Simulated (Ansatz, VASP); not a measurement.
# Two plane-wave programs on BP

File POSCAR:

```
BP
1.0
    0.0000000000      2.4505200000      2.0874800000
    2.4505200000      0.0000000000      2.0874800000
    2.4505200000      2.4505200000      0.0000000000
B P
1 1
Direct
    0.0000000000      0.0000000000      0.0000000000
    0.7500000000      0.7500000000      0.7500000000
```

File INCAR.step1:

```
ALGO = Normal
EDIFF = 1E-4
ENCUT = 520
GGA = PE
ISMEAR = 0
LASPH = True
LCHARG = False
LREAL = False
LWAVE = True
NBANDS = 11
NELM = 60
PREC = Accurate
SIGMA = 0.05
```

INCAR.step2

```
ALGO = Normal
EDIFF = 1E-6
ENCUT = 520
ISIF = 2
ISMEAR = 0
ISTART = 1
LASPH = True
LCHARG = False
LMIXTAU = True
LREAL = False
LWAVE = False
METAGGA = R2SCAN
NBANDS = 11
NELM = 60
PREC = Accurate
SIGMA = 0.05
```

The input KPOINTS:

```
k-points
0
Gamma
  10 10 10
```

Input for Ansatz:

```yaml
crystal:
  lattice:
    - [0.0, 2.45052, 2.08748]
    - [2.45052, 0.0, 2.08748]
    - [2.45052, 2.45052, 0.0]
  atoms:
    - { symbol: B, position: [0.0, 0.0, 0.0] }
    - { symbol: P, position: [0.75, 0.75, 0.75] }
basis:
  ecutwfc: 500
kpoints:
  mp_grid: { grid: [10, 10, 10] }
hamiltonian:
  xc: r2scan
scf:
  occupations: { method: gaussian, width: 0.05 }
output:
  forces: true
  stress: true
  eigenvalues: true
  write_density: true
  write_potential: true
  elf: true
  volumetric_format: npy
```

Change from the starting cell: strain +0.080 along x and y, -0.080 along z, atoms carried along.

Alike in both runs: task single point; functional r2SCAN; k mesh 10 × 10 × 10; occupations gaussian, width 0.05 eV; no spin polarisation.

```csv
,VASP,Ansatz
version,VASP 6.6.1,Ansatz 0.2.0
potentials or method,"VASP PAW PBE potentials, release 64 (B, P), cutoff 520 eV","scalar-relativistic, plane waves, PAW"
valence electrons in the cell,8,8
```

```csv
,VASP,Ansatz,Ansatz less VASP
gap on the k mesh at the Fermi level (eV),none,none,-
pressure (GPa),-11.2,-10.8,+0.43
"traceless stress, the component that is largest in VASP (GPa)",22.60,22.47,-0.132
```

VASP's potentials were made for PBE, not for r2SCAN. A gap of «none» marks a metal or a gap that the smearing closes.
